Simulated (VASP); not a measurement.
# TiC (Fm-3m) in VASP: further runs

Aim: see how the results for TiC move with the level of theory and the settings. Levels: PBE+U, PBEsol-based global hybrid. Tasks: single point.

All numbers are computed with VASP 6.6.1; they aren't measurements. Logs are shortened: lines on timing, memory, paths and dates and some standing lists are left out, and cuts for length are marked.

**1. The cell of the first run**

Symmetry: Fm-3m, No. 225, cubic system. Conventional cell: a = 4.361 Å, b = 4.361 Å, c = 4.361 Å, α = 90.00°, β = 90.00°, γ = 90.00°. Within 2.9 Å of Ti (site symmetry m-3m) lie 6 C at 2.18 Å. C (site symmetry m-3m) has 6 Ti at 2.18 Å within 2.9 Å.

**2. Single point, PBE+U**

The input, INCAR:

```
SYSTEM = TiC
PREC = Accurate ; ENCUT = 910
EDIFF = 1E-6 ; ISMEAR = -1
SIGMA = 0.05 ; LREAL = .FALSE.
LASPH = .TRUE. ; NELM = 200
ALGO = Normal ; ISIF = 2
LWAVE = .FALSE. ; LCHARG = .FALSE.
LMAXMIX = 4 ; LDAU = .TRUE.
LDAUTYPE = 2 ; LDAUL = 2 -1
LDAUU = 3 0 ; LDAUJ = 0 0
LDAUPRINT = 1 ; GGA = PE
NBANDS = 15 ; GGA_COMPAT = .FALSE.
```

The input, KPOINTS:

```
Automatic mesh
0
G
  11 11 11
  0 0 0
```

The input, POSCAR:

```
TiC
1.0
    0.0000000000      2.1803608949      2.1803608949
    2.1803608949      0.0000000000      2.1803608949
    2.1803608949      2.1803608949      0.0000000000
Ti C
1 1
Direct
    0.0000000000      0.0000000000      0.0000000000
    0.5000000000      0.5000000000      0.5000000000
```

Potentials or basis: VASP PAW PBE potentials, release 64 (Ti_sv, C_h).

On the command line:

```bash
cat potpaw_PBE.64/Ti_sv/POTCAR potpaw_PBE.64/C_h/POTCAR > POTCAR
mpirun -np 1 vasp_std > vasp.out
```

OUTCAR:

```text
SYSTEM = TiC
   PREC = Accurate
   ENCUT = 910
   EDIFF = 1E-6
   ISMEAR = -1
   LREAL = .FALSE.
   LASPH = .TRUE.
   NELM = 200
   ISIF = 2
   GGA = PE

 ion  position               nearest neighbor table
   1  0.000  0.000  0.000-   2 2.18   2 2.18   2 2.18   2 2.18   2 2.18   2 2.18
   2  0.500  0.500  0.500-   1 2.18   1 2.18   1 2.18   1 2.18   1 2.18   1 2.18

  LATTYP: Found a face centered cubic cell.
 ALAT       =     4.3607217898

  Lattice vectors:

 A1 = (   0.0000000000,   2.1803608949,   2.1803608949)
 A2 = (   2.1803608949,   0.0000000000,   2.1803608949)
 A3 = (   2.1803608949,   2.1803608949,   0.0000000000)

Analysis of symmetry for initial positions (statically):
=====================================================================
 Subroutine PRICEL returns:
 Original cell was already a primitive cell.

 Routine SETGRP: Setting up the symmetry group for a
 face centered cubic supercell.

 Subroutine GETGRP returns: Found 48 space group operations
[... 9 lines left out ...]

 Routine SETGRP: Setting up the symmetry group for a
 face centered cubic supercell.

 Subroutine GETGRP returns: Found 48 space group operations
[... 11 lines left out ...]
                                     Primitive cell

  volume of cell :      20.7308

  direct lattice vectors                    reciprocal lattice vectors
     0.000000000  2.180360895  2.180360895    -0.229319835  0.229319835  0.229319835
     2.180360895  0.000000000  2.180360895     0.229319835 -0.229319835  0.229319835
     2.180360895  2.180360895  0.000000000     0.229319835  0.229319835 -0.229319835

  length of vectors
     3.083495948  3.083495948  3.083495948     0.397193605  0.397193605  0.397193605

  position of ions in fractional coordinates (direct lattice)
[... 8 lines left out ...]
----------------------------------------------------------------------------------------

 KPOINTS: Automatic mesh

Automatic generation of k-mesh.
 Grid dimensions read from file:
 generate k-points for:   11   11   11

[... 114 lines left out ...]
 -0.0000  0.0000 -0.0000  0.0000  0.2793

spin component  2

  0.1213 -0.0000  0.0000  0.0000 -0.0000
 -0.0000  0.1213  0.0000 -0.0000  0.0000
  0.0000  0.0000  0.2793  0.0000 -0.0000
  0.0000 -0.0000  0.0000  0.1213  0.0000
 -0.0000  0.0000 -0.0000  0.0000  0.2793

 occupancies and eigenvectors

  o =  0.1213  v =  0.0000  0.9998 -0.0000  0.0205 -0.0000  0.0000  0.0000  0.0000  0.0000  0.0000      0.0000  0.0000  0.0000  0.0000  0.0000  0.0000  0.0000  0.0000  0.0000  0.0000
  o =  0.1213  v =  0.0000  0.0000  0.0000  0.0000  0.0000  0.0000  0.9998 -0.0000  0.0205 -0.0000      0.0000  0.0000  0.0000  0.0000  0.0000  0.0000  0.0000  0.0000  0.0000  0.0000
  o =  0.1213  v =  0.0000 -0.0205  0.0000  0.9998  0.0000  0.0000  0.0000  0.0000  0.0000  0.0000      0.0000  0.0000  0.0000  0.0000  0.0000  0.0000  0.0000  0.0000  0.0000  0.0000
  o =  0.1213  v =  0.0000  0.0000  0.0000  0.0000  0.0000  0.0000 -0.0205  0.0000  0.9998  0.0000      0.0000  0.0000  0.0000  0.0000  0.0000  0.0000  0.0000  0.0000  0.0000  0.0000
  o =  0.1213  v =  1.0000  0.0000  0.0000  0.0000  0.0000  0.0000  0.0000  0.0000  0.0000  0.0000      0.0000  0.0000  0.0000  0.0000  0.0000  0.0000  0.0000  0.0000  0.0000  0.0000
  o =  0.1213  v =  0.0000  0.0000  0.0000  0.0000  0.0000  1.0000  0.0000  0.0000  0.0000  0.0000      0.0000  0.0000  0.0000  0.0000  0.0000  0.0000  0.0000  0.0000  0.0000  0.0000
  o =  0.2793  v =  0.0000  0.0000  0.0000  0.0000  0.0000  0.0000  0.0000  0.0087 -0.0000  1.0000      0.0000  0.0000  0.0000  0.0000  0.0000  0.0000  0.0000  0.0000  0.0000  0.0000
  o =  0.2793  v =  0.0000  0.0000  0.0087 -0.0000  1.0000  0.0000  0.0000  0.0000  0.0000  0.0000      0.0000  0.0000  0.0000  0.0000  0.0000  0.0000  0.0000  0.0000  0.0000  0.0000
  o =  0.2793  v =  0.0000  0.0000  0.0000  0.0000  0.0000  0.0000 -0.0000 -1.0000  0.0000  0.0087      0.0000  0.0000  0.0000  0.0000  0.0000  0.0000  0.0000  0.0000  0.0000  0.0000
  o =  0.2793  v =  0.0000 -0.0000 -1.0000  0.0000  0.0087  0.0000  0.0000  0.0000  0.0000  0.0000      0.0000  0.0000  0.0000  0.0000  0.0000  0.0000  0.0000  0.0000  0.0000  0.0000

 number of electron      15.9999999 magnetization

 Free energy of the ion-electron system (eV)
  ---------------------------------------------------
  ext. energy  EPLUGINS =         0.00000000
  ---------------------------------------------------
  free energy    TOTEN  =       -16.48172967 eV

  energy without entropy =      -16.47884939  energy(sigma->0) =      -16.48028953

 E-fermi :   9.9617     XC(G=0): -12.6365

 val. band max:        9.8535595426   @ k =   0.0909   0.0000   0.0000
 cond. band min:      10.0048508764   @ k =   0.0909   0.0000   0.0000
 fundamental gap:      0.1512913338
 Fermi energy:         9.9617149669

 k-point     1 :       0.0000    0.0000    0.0000
  band No.  band energies     occupation
      1     -47.6003      2.00000
      2     -23.6092      2.00000
      3     -23.6092      2.00000
      4     -23.6092      2.00000
      5      -2.6679      2.00000
      6      10.8395      0.00000
      7      10.8395      0.00000
      8      10.8395      0.00000
      9      11.3914      0.00000
     10      11.3914      0.00000
     11      11.3914      0.00000
     12      11.4526      0.00000
     13      11.4526      0.00000
     14      19.8216      0.00000
[... 401 lines left out ...]
      2     -23.8508      2.00000
      3     -23.7051      2.00000
      4     -23.6277      2.00000
      5      -0.9724      2.00000
      6       6.5910      2.00000
      7       7.6782      2.00000
      8       7.9922      2.00000
      9      11.6838      0.00000
     10      12.5835      0.00000
     11      13.4497      0.00000
     12      14.1102      0.00000
     13      16.8355      0.00000
     14      21.1714      0.00000
     15      23.0219      0.00000

 [... further k-points ...]
[... 5 lines left out ...]
  --------------------------------------------------------------------------------------
  -------------------------------------------------------------------------------------
  Total        0.4395101      0.4395101      0.4395101     -0.0000000      0.0000000     -0.0000000
  in kB       33.9675532     33.9675532     33.9675532     -0.0000000      0.0000000     -0.0000000
  external PRESSURE =      33.9675532 kB  Pullay stress =       0.0000000 kB

 VOLUME and BASIS-vectors are now :
 -----------------------------------------------------------------------------
  energy-cutoff  :      910.00
  volume of cell :       20.73
      direct lattice vectors                 reciprocal lattice vectors
     0.000000000  2.180360895  2.180360895    -0.229319835  0.229319835  0.229319835
     2.180360895  0.000000000  2.180360895     0.229319835 -0.229319835  0.229319835
     2.180360895  2.180360895  0.000000000     0.229319835  0.229319835 -0.229319835

 POSITION                                       TOTAL-FORCE (eV/Angst)
 -----------------------------------------------------------------------------------
      0.00000      0.00000      0.00000         0.000000      0.000000     -0.000000
      2.18036      2.18036      2.18036        -0.000000      0.000000      0.000000
 -----------------------------------------------------------------------------------
    total drift:                               -0.000000      0.000000      0.000000

  FREE ENERGIE OF THE ION-ELECTRON SYSTEM (eV)
  ---------------------------------------------------
  free  energy   TOTEN  =       -16.4817296735 eV

  energy  without entropy=      -16.4788493879  energy(sigma->0) =      -16.48028953
```

OSZICAR:

```text
N       E                     dE             d eps       ncg     rms          rms(c)
DAV:   1     0.156577764130E+03    0.15658E+03   -0.11267E+04  1680   0.189E+03
DAV:   2    -0.102873048499E+02   -0.16687E+03   -0.15559E+03  1806   0.413E+02
DAV:   3    -0.223142322405E+02   -0.12027E+02   -0.11649E+02  2212   0.999E+01
DAV:   4    -0.229000592056E+02   -0.58583E+00   -0.58531E+00  2051   0.207E+01
DAV:   5    -0.229113522067E+02   -0.11293E-01   -0.11288E-01  2200   0.264E+00    0.183E+01
DAV:   6    -0.168509648969E+02    0.60604E+01   -0.13176E+01  2378   0.580E+01    0.624E+00
DAV:   7    -0.164967634994E+02    0.35420E+00   -0.21460E+00  2011   0.188E+01    0.427E+00
DAV:   8    -0.164780838908E+02    0.18680E-01   -0.11020E-01  1939   0.363E+00    0.291E+00
DAV:   9    -0.164892408110E+02   -0.11157E-01   -0.12356E-01  2224   0.488E+00    0.982E-01
DAV:  10    -0.164862705698E+02    0.29702E-02   -0.15616E-02  2220   0.169E+00    0.748E-01
DAV:  11    -0.164824030309E+02    0.38675E-02   -0.37222E-03  1918   0.873E-01    0.333E-01
DAV:  12    -0.164817517454E+02    0.65129E-03   -0.89286E-04  2251   0.458E-01    0.729E-02
DAV:  13    -0.164817305702E+02    0.21175E-04   -0.12456E-04  1946   0.102E-01    0.156E-02
DAV:  14    -0.164817296735E+02    0.89675E-06   -0.32059E-06  2053   0.222E-02
   1 F= -.16481730E+02 E0= -.16480290E+02  d E =-.288029E-02
```

Wall time 18 s (1 thread of Intel Xeon 6975P-C (Granite Rapids), shared host); peak memory 0.19 GiB.

Results:

```
Free energy            : -16.4817 eV
Pressure               : 3.4 GPa
Band gap on the k mesh : zero (band 8 reaches 10.84 eV, above the bottom of band 9 at 9.43 eV)
```

Eigenvalues of the final occupation matrices:
```csv
site,spin,trace,eigenvalues
site 1 d,1,0.92,0.12 0.12 0.12 0.28 0.28
site 1 d,2,0.92,0.12 0.12 0.12 0.28 0.28
```

Caveat: the cutoff is under 1.25 times the usual one of these potentials, so pressure, stress and relaxed cells hold a basis-set (Pulay) error; U without spin polarisation on a metal has little footing; the U is typed as a test and isn't derived for this compound.

(Continued in part 2 of 2.)
